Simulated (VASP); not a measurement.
The system is La.

```
La
1.0
    -2.12383    2.12383    2.12383
     2.12383   -2.12383    2.12383
     2.12383    2.12383   -2.12383
La
1
Cartesian
  0.0000 0.0000 0.0000
```

This isn't the form of La at room conditions, which is double hcp.

```yaml
Program: VASP 6.6.1
Task: relaxation of cell and atoms
Functional: PBEsol
Potentials_or_basis: VASP PAW PBE potentials, release 64 (La)
Cutoff: 600 eV
k_mesh: 9 × 9 × 9
Occupations: fermi-dirac, width 0.05 eV
Spin: no spin polarisation
```

At the start: pressure -2.5 GPa; volume 38.32 Å³/atom.

Q: How do energy, volume and symmetry change on relaxing?

A: Over 3 steps the energy falls by 32.4 meV/atom and the volume is 34.55 Å³/atom (-9.8 %); space group Im-3m (No. 229, to 0.1 Å) before and after.

Step by step:
| step | energy change (eV) | largest force (eV/Å) | pressure (GPa) | volume (Å³) |
| --- | --- | --- | --- | --- |
| 1 | 0.0000 | 0.0000 | -2.55 | 38.32 |
| 2 | -0.0317 | 0.0000 | -0.41 | 35.04 |
| 3 | -0.0324 | 0.0000 | -0.02 | 34.55 |

Final structure:
```cif
data_structure
_symmetry_space_group_name_H-M 'P 1'
_symmetry_Int_Tables_number 1
_cell_length_a 3.5537
_cell_length_b 3.5537
_cell_length_c 3.5537
_cell_angle_alpha 109.471
_cell_angle_beta 109.471
_cell_angle_gamma 109.471
_cell_volume 34.55
loop_
_atom_site_label
_atom_site_type_symbol
_atom_site_fract_x
_atom_site_fract_y
_atom_site_fract_z
_atom_site_occupancy
La1 La 0.00000 0.00000 0.00000 1
```

Caveat: the PAW data sets were made with another functional, which shifts forces and pressure a little.
